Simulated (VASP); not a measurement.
# SnO2 in VASP: a series of runs, part 3 of 3

VASP 6.6.1.

## Step 4: Single point, PBEsol (strained and its atoms moved)

File INCAR:

```
SYSTEM = SnO2
  PREC = Accurate
  ENCUT = 520
  EDIFF = 1E-7
  ISMEAR = 0
  SIGMA = 0.1
  LREAL = .FALSE.
  LASPH = .TRUE.
  NELM = 60
  ALGO = Normal
  ISIF = 2
  LWAVE = .FALSE.
  LCHARG = .TRUE.
  GGA = PS
  LELF = .TRUE.
  LVHAR = .TRUE.
  NBANDS = 20
```

File KPOINTS:

```
regular mesh
0
G
  14 14 14
  0 0 0
```

File POSCAR:

```
SnO2
1.0
    0.0000000000      2.4997828065      2.4997828065
    2.4997828065      0.0000000000      2.4997828065
    2.4997828065      2.4997828065      0.0000000000
Sn O
1 2
Direct
    0.0000000000      0.0000000000      0.0000000000
    0.2500000000      0.2500000000      0.2500000000
    0.7500000000      0.7500000000      0.7500000000
```

Potentials or basis: VASP PAW PBE potentials, release 64 (Sn_d, O).

Launch:

```bash
$ cat potpaw_PBE.64/Sn_d/POTCAR potpaw_PBE.64/O/POTCAR > POTCAR
$ mpirun -np 1 vasp_std > vasp.out
```

OUTCAR:

```text
SYSTEM = SnO2
   PREC = Accurate
   ENCUT = 520
   EDIFF = 1E-7
   ISMEAR = 0
   LREAL = .FALSE.
   LASPH = .TRUE.
   NELM = 60
   ISIF = 2
   GGA = PS

 ion  position               nearest neighbor table
   1  0.000  0.000  0.000-   3 2.16   3 2.16   3 2.16   2 2.16   3 2.16   2 2.16   2 2.16   2 2.16

   2  0.250  0.250  0.250-   1 2.16   1 2.16   1 2.16   1 2.16
   3  0.750  0.750  0.750-   1 2.16   1 2.16   1 2.16   1 2.16

  LATTYP: Found a face centered cubic cell.
 ALAT       =     4.9995656130

  Lattice vectors:

 A1 = (   0.0000000000,   2.4997828065,   2.4997828065)
 A2 = (   2.4997828065,   0.0000000000,   2.4997828065)
 A3 = (   2.4997828065,   2.4997828065,   0.0000000000)

Analysis of symmetry for initial positions (statically):
=====================================================================
 Subroutine PRICEL returns:
 Original cell was already a primitive cell.

 Routine SETGRP: Setting up the symmetry group for a
 face centered cubic supercell.

 Subroutine GETGRP returns: Found 48 space group operations
 (whereof 48 operations were pure point group operations)
 out of a pool of 48 trial point group operations.

The static configuration has the point symmetry O_h .

Analysis of symmetry for dynamics (positions and initial velocities):
=====================================================================
 Subroutine PRICEL returns:
 Original cell was already a primitive cell.

 Routine SETGRP: Setting up the symmetry group for a
 face centered cubic supercell.

 Subroutine GETGRP returns: Found 48 space group operations
 (whereof 48 operations were pure point group operations)
 out of a pool of 48 trial point group operations.

The dynamic configuration has the point symmetry O_h .

 Subroutine INISYM returns: Found 48 space group operations
 (whereof 48 operations are pure point group operations),
 and found     1 'primitive' translations

----------------------------------------------------------------------------------------

                                     Primitive cell

  volume of cell :      31.2419

  direct lattice vectors                    reciprocal lattice vectors
     0.000000000  2.499782806  2.499782806    -0.200017377  0.200017377  0.200017377
     2.499782806  0.000000000  2.499782806     0.200017377 -0.200017377  0.200017377
     2.499782806  2.499782806  0.000000000     0.200017377  0.200017377 -0.200017377

  length of vectors
     3.535226748  3.535226748  3.535226748     0.346440259  0.346440259  0.346440259

  position of ions in fractional coordinates (direct lattice)
     0.000000000  0.000000000  0.000000000
     0.250000000  0.250000000  0.250000000
     0.750000000  0.750000000  0.750000000

  ion indices of the primitive-cell ions
   primitive index   ion index
                 1           1
                 2           2
                 3           3

----------------------------------------------------------------------------------------

 KPOINTS: regular mesh

Automatic generation of k-mesh.
 Grid dimensions read from file:
 generate k-points for:   14   14   14

 Generating k-lattice:

  Cartesian coordinates                     Fractional coordinates (reciprocal lattice)
    -0.014286955  0.014286955  0.014286955     0.071428571  0.000000000  0.000000000
     0.014286955 -0.014286955  0.014286955     0.000000000  0.071428571  0.000000000
     0.014286955  0.014286955 -0.014286955     0.000000000  0.000000000  0.071428571

  Length of vectors
     0.024745733  0.024745733  0.024745733

  Shift w.r.t. Gamma in fractional coordinates (k-lattice)
     0.000000000  0.000000000  0.000000000

 Subroutine IBZKPT returns following result:
 ===========================================

 Found    104 irreducible k-points:

 Following reciprocal coordinates:
            Coordinates               Weight
  0.000000  0.000000  0.000000      1.000000
  0.071429  0.000000  0.000000      8.000000
  0.142857  0.000000  0.000000      8.000000
  0.214286  0.000000  0.000000      8.000000
  0.285714  0.000000  0.000000      8.000000
  0.357143  0.000000  0.000000      8.000000
[... 16 lines left out ...]
  0.214286  0.142857  0.000000     24.000000
  0.285714  0.142857  0.000000     24.000000
 [... further k-points ...]
   k-points           NKPTS =    104   k-points in BZ     NKDIM =    104   number of bands    NBANDS=     20
   number of dos      NEDOS =    301   number of ions     NIONS =      3
   total plane-waves  NPLWV =  21952
   dimension x,y,z NGX =    28 NGY =   28 NGZ =   28
   dimension x,y,z NGXF=    56 NGYF=   56 NGZF=   56
   ions per type =               1   2
   NGX,Y,Z   is equivalent  to a cutoff of  13.17, 13.17, 13.17 a.u.
   NGXF,Y,Z  is equivalent  to a cutoff of  26.33, 26.33, 26.33 a.u.
 SYSTEM =  SnO2
   PREC   = accura    normal or accurate (medium, high low for compatibility)
   ISTART =      0    job   : 0-new  1-cont  2-samecut
   ICHARG =      2    charge: 1-file 2-atom 10-const
   ISPIN  =      1    spin polarized calculation?
   LNONCOLLINEAR =      F non collinear calculations
   LSORBIT =      F    spin-orbit coupling
   LASPH  =      T    aspherical Exc in radial PAW
   ENCUT  =  520.0 eV  38.22 Ry    6.18 a.u.   6.57  6.57  6.57*2*pi/ulx,y,z
   NELM   =     60;   NELMIN=  2; NELMDL= -5     # of ELM steps
   EDIFF  = 0.1E-06   stopping-criterion for ELM
   LREAL  =      F    real-space projection
   EDIFFG = 0.1E-05   stopping-criterion for IOM
   NSW    =      0    number of steps for IOM
   IBRION =     -1    ionic relax: 0-MD 1-quasi-New 2-CG
   NFREE  =      0    steps in history (QN), initial steepest desc. (CG)
   ISIF   =      2    stress and relaxation
   ISYM   =      2    0-nonsym 1-usesym 2-fastsym
   POTIM  = 0.5000    time-step for ionic-motion
   TEBEG  =    0.0;   TEEND  =   0.0 temperature during run
   PSTRESS=    0.0 pullay stress
   NELECT =      26.0000    total number of electrons
   NUPDOWN=      -1.0000    fix difference up-down
   EMIN   =  10.00;   EMAX   =-10.00  energy-range for DOS
   EFERMI =   0.00;   METHOD = LEGACY
   ISMEAR =     0;   SIGMA  =   0.10  broadening in eV -4-tet -1-fermi 0-gaus
   EFERMI_NEDOS =   21; number of points for ismear=-14 and -15
   IALGO  =     38    algorithm
   IMIX   =      4    mixing-type and parameters
     AMIX     =   0.40;   BMIX     =  1.00
     AMIX_MAG =   1.60;   BMIX_MAG =  1.00
  volume/ion in A,a.u.               =      10.41        70.28
  Fermi-wavevector in a.u.,A,eV,Ry     =   1.539880  2.909952 32.262567  2.371232
  Thomas-Fermi vector in A             =   2.646046
   LORBIT       =      0    0 simple, 1 ext, 2 COOP (PROOUT), +10 PAW based schemes
   GGA     = PS    functional components
   LHFCALC =     F    Hartree Fock is set to
   AEXX    =    0.0000 exact exchange contribution
   IVDW    =     0    specifies the selected vdW correction
   LEPSILON=     F    determine dielectric tensor
   LRPA    =     F    only Hartree local field effects (RPA)
 non-spin polarized calculation
 Gauss-broadening in eV      SIGMA  =   0.10
  energy-cutoff  :      520.00
  volume of cell :       31.24
 maximum number of plane-waves:       877
 NGX is ok and might be reduce to    28
   NGX = 13   NGY = 13   NGZ = 13

 number of electron      26.0000007 magnetization

 Free energy of the ion-electron system (eV)
  ---------------------------------------------------
  ext. energy  EPLUGINS =         0.00000000
  ---------------------------------------------------
  free energy    TOTEN  =       -19.10803727 eV

  energy without entropy =      -19.10803726  energy(sigma->0) =      -19.10803726

 E-fermi :   8.8291     XC(G=0): -12.4241

 val. band max:        8.5039357119   @ k =  -0.2857   0.5000   0.2143
 cond. band min:       9.1141868933   @ k =   0.0000   0.0000   0.0000
 fundamental gap:      0.6102511814
 Fermi energy:         8.8290999241

 k-point     1 :       0.0000    0.0000    0.0000
  band No.  band energies     occupation
      1     -11.9576      2.00000
      2     -11.9576      2.00000
      3     -11.9576      2.00000
      4     -11.7557      2.00000
      5     -11.7557      2.00000
      6     -11.6024      2.00000
[... 12 lines left out ...]
     19      23.8492      0.00000
     20      23.8492      0.00000
[... 507 lines left out ...]
 k-point    24 :       0.2857    0.1429    0.0000
  band No.  band energies     occupation
      1     -12.2803      2.00000
      2     -11.9487      2.00000
      3     -11.8828      2.00000
      4     -11.7850      2.00000
      5     -11.7320      2.00000
      6     -10.7305      2.00000
[... 12 lines left out ...]
     19      24.3804      0.00000
     20      26.5666      0.00000

 [... further k-points ...]
[... 5 lines left out ...]
  --------------------------------------------------------------------------------------
  -------------------------------------------------------------------------------------
  Total        2.4756254      2.4756254      2.4756254     -0.0000000      0.0000000     -0.0000000
  in kB      126.9575924    126.9575924    126.9575924     -0.0000000      0.0000000     -0.0000000
  external PRESSURE =     126.9575924 kB  Pullay stress =       0.0000000 kB

 VOLUME and BASIS-vectors are now :
 -----------------------------------------------------------------------------
  energy-cutoff  :      520.00
  volume of cell :       31.24
      direct lattice vectors                 reciprocal lattice vectors
     0.000000000  2.499782806  2.499782806    -0.200017377  0.200017377  0.200017377
     2.499782806  0.000000000  2.499782806     0.200017377 -0.200017377  0.200017377
     2.499782806  2.499782806  0.000000000     0.200017377  0.200017377 -0.200017377

 POSITION                                       TOTAL-FORCE (eV/Angst)
 -----------------------------------------------------------------------------------
      0.00000      0.00000      0.00000         0.000000      0.000000      0.000000
      1.24989      1.24989      1.24989        -0.000000     -0.000000     -0.000000
      3.74967      3.74967      3.74967         0.000000      0.000000     -0.000000
 -----------------------------------------------------------------------------------
    total drift:                                0.000000     -0.000000      0.000000

  FREE ENERGIE OF THE ION-ELECTRON SYSTEM (eV)
  ---------------------------------------------------
  free  energy   TOTEN  =       -19.1080372711 eV

  energy  without entropy=      -19.1080372581  energy(sigma->0) =      -19.10803726
```

It took 54 s on 1 thread of AMD EPYC 7R13 (Zen 3), shared host; peak memory 0.17 GiB.

Results:

| Quantity | Value |
| --- | --- |
| Free energy | -19.1080 eV |
| Pressure | 12.7 GPa |
| Band gap on the k mesh | 0.61 eV, indirect (least direct gap 2.12 eV) |

Caveat: the cell differs from its parent crystal (strained and its atoms moved); the PAW data sets were made with another functional, which shifts forces and pressure a little; spin-orbit coupling is left out, which moves the levels of the heavy elements. A k mesh can miss the band edges.

## Step 5: Summary

| cell | k mesh | gap on the mesh (eV) | pressure (GPa) |
| --- | --- | --- | --- |
| a = 3.640 Å, angles 60.0°, 3 atoms | 12 × 12 × 12 | none | -6.5 |
| a = 3.808, b = 3.753 Å, angles 60.5, 59.0, 60.5°, 3 atoms | 12 × 12 × 12 | none | -21.8 |
| a = 3.535 Å, angles 60.0°, 3 atoms | 14 × 14 × 14 | 0.61 | 12.7 |

Alike in all rows: task single point; level PBEsol; potentials or basis VASP PAW PBE potentials, release 64 (Sn_d, O); no spin polarisation; cutoff (eV) 520; smearing gaussian 0.1 eV.

Caveats: the PAW data sets were made with another functional, which shifts forces and pressure a little; spin-orbit coupling is left out, which moves the levels of the heavy elements.

Absolute energies hang on the potentials; compare differences alone.
